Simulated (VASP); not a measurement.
# AlFe3: single point with LDA

The system is AlFe3.

```xyz
4
Lattice="3.9449 0.0000 0.0000 1.9724 3.4164 0.0000 1.9724 1.1388 3.2210" Properties=species:S:1:pos:R:3 pbc="T T T"
Al    0.0000    0.0000    0.0000
Fe    3.9449    2.2776    1.6105
Fe    1.9724    1.1388    0.8052
Fe    5.9173    3.4164    2.4157
```

- Program: VASP 6.6.1
- Task: single point
- Functional: LDA
- Potentials or basis: VASP PAW LDA potentials, release 64 (Al, Fe)
- Cutoff: 520 eV
- k mesh: 7 × 7 × 7
- Occupations: fermi-dirac, width 0.05 eV
- Spin: collinear spin, ferromagnetic start
- Starting moments: [0.0, 3.5, 3.5, 3.5] μB
- Dipole correction: no
- Further INCAR settings: ALGO = Normal; EDIFF = 1e-06; NBANDS = 26

```yaml
Pressure: -5.1 GPa
Net_moment: 3.37 μB per cell
Site_moments: Al -0.01; Fe +2.11, +0.63 μB
Valence_electrons_inside_the_program's_atomic_spheres: Al 0.90; Fe 7.38, 7.52
```

Levels at points of the mesh, in eV from the Fermi level:
Spin up:
```tsv
k point	band 13	band 14	band 15	band 16	band 17	band 18
(0.00, 0.00, 0.00)	-0.23	-0.23	0.21	0.21	6.12	6.12
```
Spin down:
```
           k point  band 8  band 9  band 10  band 11  band 12  band 13  band 14  band 15  band 16  band 17
(0.00, 0.00, 0.00)   -1.78   -1.78     0.36     0.36     0.36     0.94     0.94     0.95     0.95     6.70
```

Run time: 4.6 min on 1 thread of AMD EPYC 7571 (shared host), peak memory 0.15 GiB.
